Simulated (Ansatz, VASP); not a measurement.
**Lu in VASP and in Ansatz**

```
CELL_PARAMETERS angstrom
-1.89712 1.89712 1.89712
1.89712 -1.89712 1.89712
1.89712 1.89712 -1.89712
ATOMIC_POSITIONS crystal
Lu 0.00000 0.00000 0.00000
```

Alike in both runs: task single point; functional PBE; k mesh 13 × 13 × 13; occupations fermi-dirac, width 0.1 eV; no spin polarisation.

```csv
,VASP,Ansatz
version,VASP 6.6.1,Ansatz 0.2.0
potentials or method,"VASP PAW PBE potentials, release 64 (Lu), cutoff 520 eV","plane waves (420 eV) with PAW, scalar-relativistic"
valence electrons in the cell,25,25
```

```csv
,VASP,Ansatz,Ansatz less VASP
pressure (GPa),4.3,4.1,-0.17
```

The functional is the same, so the differences come from potentials, cutoffs and numerics.

Spin-orbit coupling is off throughout.
